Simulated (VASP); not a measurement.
## PtS2: single point with PBE+D3(BJ)

The system is PtS2, a slab with vacuum.

```
CELL_PARAMETERS angstrom
3.54144 0.00000 0.00000
-1.77072 3.06698 0.00000
0.00000 0.00000 22.46715
ATOMIC_POSITIONS crystal
S 0.66667 0.33333 0.20029
S 0.33333 0.66667 0.31072
S 0.33333 0.66667 0.46792
S 0.66667 0.33333 0.57834
Pt 0.00000 0.00000 0.25560
Pt 0.00000 0.00000 0.52304
```

* Program: VASP 6.6.1
* Task: single point
* Functional: PBE
* Dispersion: D3(BJ)
* Potentials or basis: VASP PAW PBE potentials, release 64 (S, Pt)
* Cutoff: 520 eV
* k mesh: 9 × 9 × 1
* Occupations: gaussian, width 0.05 eV
* Spin: no spin polarisation
* Dipole correction: yes
* Further INCAR settings: ALGO = Normal; EDIFF = 1e-06; NBANDS = 31

The largest force is 0.040 eV/Å, the band gap on the k mesh is 1.39 eV, indirect (least direct gap 1.50 eV) and the dispersion energy per atom is -0.313 eV.

Forces on the atoms (eV/Å):
```
S    0.000  0.000  0.040
S    0.000  0.000 -0.040
S    0.000  0.000  0.040
S    0.000  0.000 -0.040
Pt   0.000  0.000 -0.001
Pt   0.000  0.000  0.001
```

Levels at points of the mesh, in eV from the valence-band top:
```tsv
k point	band 19	band 20	band 21	band 22	band 23	band 24	band 25	band 26
(0.00, 0.00, 0.00)	-0.56	-0.52	-0.52	-0.51	2.90	2.90	2.98	2.98
```

Wall time 73 s on 1 thread of Intel(R) Xeon(R) 6975P-C (Granite Rapids) (shared host), peak memory 0.39 GiB.

Caveat: spin-orbit coupling is left out, which moves the levels of the heavy elements.
